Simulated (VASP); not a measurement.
# TiO (Pm-3m) in VASP: notebook

The runs below take TiO through single point, with r2SCAN.

Program: VASP 6.6.1. These are calculated values, not measurements. Logs are shortened: lines on timing, memory, paths and dates and some standing lists are left out, and cuts for length are marked.

## 1. The cell of the first run

The structure is cubic, space group Pm-3m (No. 221). The conventional cell has a = 4.099 Å, b = 4.099 Å, c = 4.099 Å, α = 90.00°, β = 90.00°, γ = 90.00°. Within 2.7 Å of Ti (site symmetry 4/mmm) lie 4 O at 2.05 Å. O (site symmetry 4/mmm) has 4 Ti at 2.05 Å within 2.7 Å.

## 2. Single point, r2SCAN, collinear spin (11.48 Å³/atom)

POSCAR

```
TiO
1.0
    4.0987403393      0.0000000000      0.0000000000
    0.0000000000      4.0987403393      0.0000000000
    0.0000000000      0.0000000000      4.0987403393
Ti O
3 3
Direct
    0.5000000000      0.5000000000      0.0000000000
    0.0000000000      0.5000000000      0.5000000000
    0.5000000000      0.0000000000      0.5000000000
    0.0000000000      0.5000000000      0.0000000000
    0.5000000000      0.0000000000      0.0000000000
    0.0000000000      0.0000000000      0.5000000000
```

INCAR.step1

```
PREC = Accurate
ENCUT = 520
ISMEAR = 0
SIGMA = 0.1
LREAL = False
LASPH = True
NELM = 150
ISPIN = 2
MAGMOM = 0.26 0.26 0.26 0 0 0
LMAXMIX = 4
NBANDS = 40
GGA = PE
ALGO = Normal
EDIFF = 1E-4
LWAVE = True
LCHARG = False
```

INCAR.step2

```
PREC = Accurate
ENCUT = 520
EDIFF = 1E-7
ISMEAR = 0
SIGMA = 0.1
LREAL = False
LASPH = True
NELM = 150
ALGO = Normal
ISIF = 2
LWAVE = False
LCHARG = False
ISPIN = 2
MAGMOM = 0.26 0.26 0.26 0 0 0
LORBIT = 11
LMAXMIX = 4
METAGGA = R2SCAN
LMIXTAU = True
NBANDS = 40
ISTART = 1
```

KPOINTS

```
regular mesh
0
Gamma
  10 10 10
```

Potentials or basis: VASP PAW PBE potentials, release 64 (Ti_sv, O).

Launch:

```sh
$ cat potpaw_PBE.64/Ti_sv/POTCAR potpaw_PBE.64/O/POTCAR > POTCAR
$ cp INCAR.step1 INCAR
$ mpirun -np 1 vasp_std > vasp.out
$ cp INCAR.step2 INCAR
$ mpirun -np 1 vasp_std > vasp.out
```

OUTCAR:

```text
PREC = Accurate
   ENCUT = 520
   EDIFF = 1E-7
   ISMEAR = 0
   LREAL = False
   LASPH = True
   NELM = 150
   ISIF = 2
   ISPIN = 2
   LORBIT = 11
   METAGGA = R2SCAN
   ISTART = 1

 ion  position               nearest neighbor table
   1  0.500  0.500  0.000-   4 2.05   5 2.05   5 2.05   4 2.05   2 2.90   3 2.90   3 2.90   2 2.90
                             3 2.90   2 2.90   3 2.90   2 2.90
   2  0.000  0.500  0.500-   4 2.05   6 2.05   4 2.05   6 2.05   1 2.90   1 2.90   3 2.90   3 2.90
                             1 2.90   3 2.90   1 2.90   3 2.90
   3  0.500  0.000  0.500-   5 2.05   6 2.05   5 2.05   6 2.05   1 2.90   1 2.90   1 2.90   2 2.90
                             1 2.90   2 2.90   2 2.90   2 2.90
   4  0.000  0.500  0.000-   1 2.05   2 2.05   2 2.05   1 2.05
   5  0.500  0.000  0.000-   1 2.05   3 2.05   3 2.05   1 2.05
   6  0.000  0.000  0.500-   2 2.05   3 2.05   2 2.05   3 2.05

  LATTYP: Found a simple cubic cell.
 ALAT       =     4.0987403393

  Lattice vectors:

 A1 = (   4.0987403393,   0.0000000000,   0.0000000000)
 A2 = (   0.0000000000,   4.0987403393,   0.0000000000)
 A3 = (   0.0000000000,   0.0000000000,   4.0987403393)

Analysis of symmetry for initial positions (statically):
=====================================================================
 Subroutine PRICEL returns:
 Original cell was already a primitive cell.

 Routine SETGRP: Setting up the symmetry group for a
 simple cubic supercell.

 Subroutine GETGRP returns: Found 48 space group operations
 (whereof 48 operations were pure point group operations)
 out of a pool of 48 trial point group operations.

The static configuration has the point symmetry O_h .

Analysis of symmetry for dynamics (positions and initial velocities):
=====================================================================
 Subroutine PRICEL returns:
 Original cell was already a primitive cell.

 Routine SETGRP: Setting up the symmetry group for a
 simple cubic supercell.

 Subroutine GETGRP returns: Found 48 space group operations
 (whereof 48 operations were pure point group operations)
 out of a pool of 48 trial point group operations.

The dynamic configuration has the point symmetry O_h .

Analysis of structural, dynamic, and magnetic symmetry:
=====================================================================
 Subroutine PRICEL returns:
 Original cell was already a primitive cell.

 Routine SETGRP: Setting up the symmetry group for a
 simple cubic supercell.

 Subroutine GETGRP returns: Found 48 space group operations
 (whereof 48 operations were pure point group operations)
 out of a pool of 48 trial point group operations.

The overall configuration has the point symmetry O_h .

 Subroutine INISYM returns: Found 48 space group operations
 (whereof 48 operations are pure point group operations),
 and found     1 'primitive' translations

----------------------------------------------------------------------------------------

                                     Primitive cell

  volume of cell :      68.8575

  direct lattice vectors                    reciprocal lattice vectors
     4.098740339  0.000000000  0.000000000     0.243977397  0.000000000  0.000000000
     0.000000000  4.098740339  0.000000000     0.000000000  0.243977397  0.000000000
     0.000000000  0.000000000  4.098740339     0.000000000  0.000000000  0.243977397

  length of vectors
     4.098740339  4.098740339  4.098740339     0.243977397  0.243977397  0.243977397

  position of ions in fractional coordinates (direct lattice)
     0.500000000  0.500000000  0.000000000
     0.000000000  0.500000000  0.500000000
     0.500000000  0.000000000  0.500000000
     0.000000000  0.500000000  0.000000000
     0.500000000  0.000000000  0.000000000
     0.000000000  0.000000000  0.500000000

  ion indices of the primitive-cell ions
   primitive index   ion index
                 1           1
                 2           2
                 3           3
                 4           4
                 5           5
                 6           6

----------------------------------------------------------------------------------------

 KPOINTS: regular mesh

Automatic generation of k-mesh.
 Grid dimensions read from file:
[... 48 lines left out ...]
   number of dos      NEDOS =    301   number of ions     NIONS =      6
   total plane-waves  NPLWV =  27000
   dimension x,y,z NGX =    30 NGY =   30 NGZ =   30
   dimension x,y,z NGXF=    60 NGYF=   60 NGZF=   60
   ions per type =               3   3
   NGX,Y,Z   is equivalent  to a cutoff of  12.17, 12.17, 12.17 a.u.
   NGXF,Y,Z  is equivalent  to a cutoff of  24.34, 24.34, 24.34 a.u.
 SYSTEM =  unknown system
   PREC   = accura    normal or accurate (medium, high low for compatibility)
   ISTART =      1    job   : 0-new  1-cont  2-samecut
   ICHARG =      0    charge: 1-file 2-atom 10-const
   ISPIN  =      2    spin polarized calculation?
   LNONCOLLINEAR =      F non collinear calculations
   LSORBIT =      F    spin-orbit coupling
   LASPH  =      T    aspherical Exc in radial PAW
   ENCUT  =  520.0 eV  38.22 Ry    6.18 a.u.   7.62  7.62  7.62*2*pi/ulx,y,z
   NELM   =    150;   NELMIN=  2; NELMDL=  0     # of ELM steps
   EDIFF  = 0.1E-06   stopping-criterion for ELM
   LREAL  =      F    real-space projection
   EDIFFG = 0.1E-05   stopping-criterion for IOM
   NSW    =      0    number of steps for IOM
   IBRION =     -1    ionic relax: 0-MD 1-quasi-New 2-CG
   NFREE  =      0    steps in history (QN), initial steepest desc. (CG)
   ISIF   =      2    stress and relaxation
   ISYM   =      2    0-nonsym 1-usesym 2-fastsym
   POTIM  = 0.5000    time-step for ionic-motion
   TEBEG  =    0.0;   TEEND  =   0.0 temperature during run
   PSTRESS=    0.0 pullay stress
   NELECT =      54.0000    total number of electrons
   NUPDOWN=      -1.0000    fix difference up-down
   EMIN   =  10.00;   EMAX   =-10.00  energy-range for DOS
   EFERMI =   0.00;   METHOD = LEGACY
   ISMEAR =     0;   SIGMA  =   0.10  broadening in eV -4-tet -1-fermi 0-gaus
   EFERMI_NEDOS =   21; number of points for ismear=-14 and -15
   IALGO  =     38    algorithm
   IMIX   =      4    mixing-type and parameters
     AMIX     =   0.40;   BMIX     =  1.00
     AMIX_MAG =   1.60;   BMIX_MAG =  1.00
  volume/ion in A,a.u.               =      11.48        77.45
  Fermi-wavevector in a.u.,A,eV,Ry     =   1.509694  2.852909 31.010083  2.279177
  Thomas-Fermi vector in A             =   2.619983
   LORBIT       =     11    0 simple, 1 ext, 2 COOP (PROOUT), +10 PAW based schemes
   METAGGA = R2SCAN    functional components
   LHFCALC =     F    Hartree Fock is set to
   AEXX    =    0.0000 exact exchange contribution
   IVDW    =     0    specifies the selected vdW correction
   LEPSILON=     F    determine dielectric tensor
   LRPA    =     F    only Hartree local field effects (RPA)
 spin polarized calculation
 Gauss-broadening in eV      SIGMA  =   0.10
  energy-cutoff  :      520.00
  volume of cell :       68.86
 maximum number of plane-waves:      1868
   NGX = 15   NGY = 15   NGZ = 15

 number of electron      54.0000015 magnetization       0.0000591

 number of electron      54.0000015 magnetization      -0.0000249

 Free energy of the ion-electron system (eV)
  ---------------------------------------------------
  ext. energy  EPLUGINS =         0.00000000
  ---------------------------------------------------
  free energy    TOTEN  =       -72.77347476 eV

  energy without entropy =      -72.74653496  energy(sigma->0) =      -72.76000486

 E-fermi :   7.9562     XC(G=0): -12.5441

 val. band max:        7.9362267938   @ k =   0.5000   0.5000   0.0000
 cond. band min:       7.9568213055   @ k =   0.4000   0.3000   0.2000
 fundamental gap:      0.0205945117
 Fermi energy:         7.9561864776

 spin component 1

 k-point     1 :       0.0000    0.0000    0.0000
  band No.  band energies     occupation
      1     -51.7126      1.00000
      2     -51.5755      1.00000
      3     -51.5755      1.00000
      4     -27.1402      1.00000
      5     -27.1402      1.00000
      6     -27.1402      1.00000
[... 997 lines left out ...]
     38      11.7530      0.00000
     39      12.3914      0.00000

 [... further k-points ...]

 spin component 2

 k-point     1 :       0.0000    0.0000    0.0000
  band No.  band energies     occupation
      1     -51.7126      1.00000
      2     -51.5755      1.00000
      3     -51.5755      1.00000
      4     -27.1402      1.00000
      5     -27.1402      1.00000
      6     -27.1402      1.00000
[... 997 lines left out ...]
     38      11.7530      0.00000
     39      12.3914      0.00000

 [... further k-points ...]

 [bands above 39 left out]

------------------------ aborting loop because EDIFF is reached ----------------------------------------

  FORCE on cell =-STRESS in cart. coord.  units (eV):
  Direction    XX          YY          ZZ          XY          YZ          ZX
  --------------------------------------------------------------------------------------
  -------------------------------------------------------------------------------------
  Total       -2.3443290     -2.3443290     -2.3443290      0.0000000      0.0000000     -0.0000000
  in kB      -54.5478861    -54.5478861    -54.5478861      0.0000000      0.0000000     -0.0000000
  external PRESSURE =     -54.5478861 kB  Pullay stress =       0.0000000 kB

 VOLUME and BASIS-vectors are now :
 -----------------------------------------------------------------------------
  energy-cutoff  :      520.00
  volume of cell :       68.86
      direct lattice vectors                 reciprocal lattice vectors
     4.098740339  0.000000000  0.000000000     0.243977397  0.000000000  0.000000000
     0.000000000  4.098740339  0.000000000     0.000000000  0.243977397  0.000000000
     0.000000000  0.000000000  4.098740339     0.000000000  0.000000000  0.243977397

 POSITION                                       TOTAL-FORCE (eV/Angst)
 -----------------------------------------------------------------------------------
      2.04937      2.04937      0.00000         0.000000      0.000000      0.000000
      0.00000      2.04937      2.04937         0.000000      0.000000      0.000000
      2.04937      0.00000      2.04937         0.000000      0.000000      0.000000
      0.00000      2.04937      0.00000         0.000000      0.000000      0.000000
      2.04937      0.00000      0.00000         0.000000      0.000000      0.000000
      0.00000      0.00000      2.04937         0.000000      0.000000      0.000000
 -----------------------------------------------------------------------------------
    total drift:                                0.000000      0.000000     -0.000000

  FREE ENERGIE OF THE ION-ELECTRON SYSTEM (eV)
  ---------------------------------------------------
  free  energy   TOTEN  =       -72.7734747610 eV

  energy  without entropy=      -72.7465349646  energy(sigma->0) =      -72.76000486

 total charge

# of ion       s       p       d       tot
------------------------------------------
    1        2.184   6.188   1.870  10.243
    2        2.184   6.188   1.870  10.243
    3        2.184   6.188   1.870  10.243
    4        1.566   3.515   0.000   5.082
    5        1.566   3.515   0.000   5.082
    6        1.566   3.515   0.000   5.082
--------------------------------------------------
tot         11.252  29.112   5.611  45.974

 magnetization (x)

# of ion       s       p       d       tot
------------------------------------------
    1       -0.000  -0.000  -0.000  -0.000
    2       -0.000  -0.000  -0.000  -0.000
    3       -0.000  -0.000  -0.000  -0.000
    4       -0.000  -0.000   0.000  -0.000
    5       -0.000  -0.000   0.000  -0.000
    6       -0.000  -0.000   0.000  -0.000
--------------------------------------------------
tot         -0.000  -0.000  -0.000  -0.000
```

Run time: 58 min. Hardware: 1 thread of Intel Xeon 8259CL, shared host; peak memory 0.35 GiB.

What came out:

- Free energy: -72.7735 eV
- Pressure: -5.5 GPa
- Band gap on the k mesh: zero (filled and empty bands overlap)
- Net moment: 0.00 μB per cell
- Valence electrons inside the program's atomic spheres: Ti 10.24; O 5.08

Caveat: the cell stands under tension; the PAW data sets were made with another functional, which shifts forces and pressure a little; semilocal functionals often make such compounds metallic where correlation or magnetic order opens a gap, which also shifts bond lengths.

(Part 1 of 2 ends here.)
